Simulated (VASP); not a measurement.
Input of a VASP 6.6.1 run:

The input INCAR:

```
PREC = Accurate
ENCUT = 520
EDIFF = 1E-7
ISMEAR = 0
SIGMA = 0.1
LREAL = False
LASPH = True
NELM = 100
ALGO = Normal
ISIF = 2
LWAVE = False
LCHARG = False
GGA = PE
NBANDS = 24
```

Contents of KPOINTS:

```
regular mesh
0
Gamma
  6 6 4
```

Contents of POSCAR:

```
TaAs
1.0
    3.8814600000      0.0000000000      0.0000000000
   -1.9407300000      3.3614429600      0.0000000000
    0.0000000000      0.0000000000      5.8504443400
Ta As
2 2
Direct
    0.3333333300      0.6666666700      0.7500000000
    0.6666666700      0.3333333300      0.2500000000
    0.0000000000      0.0000000000      0.2500000000
    0.0000000000      0.0000000000      0.7500000000
```

Potentials or basis: VASP PAW PBE potentials, release 64 (Ta_pv, As).

Command:

```console
$ cat potpaw_PBE.64/Ta_pv/POTCAR potpaw_PBE.64/As/POTCAR > POTCAR
$ mpirun -np 1 vasp_std > vasp.out
```

(1) Predict the band gap on the k mesh.

(2) What does it give for the pressure?

Results:

(1) zero (bands 16 and 17 overlap by 1.45 eV).

(2) 44.8 GPa.

Caveat: the cell stands under pressure; spin-orbit coupling is left out, which moves the levels of the heavy elements.
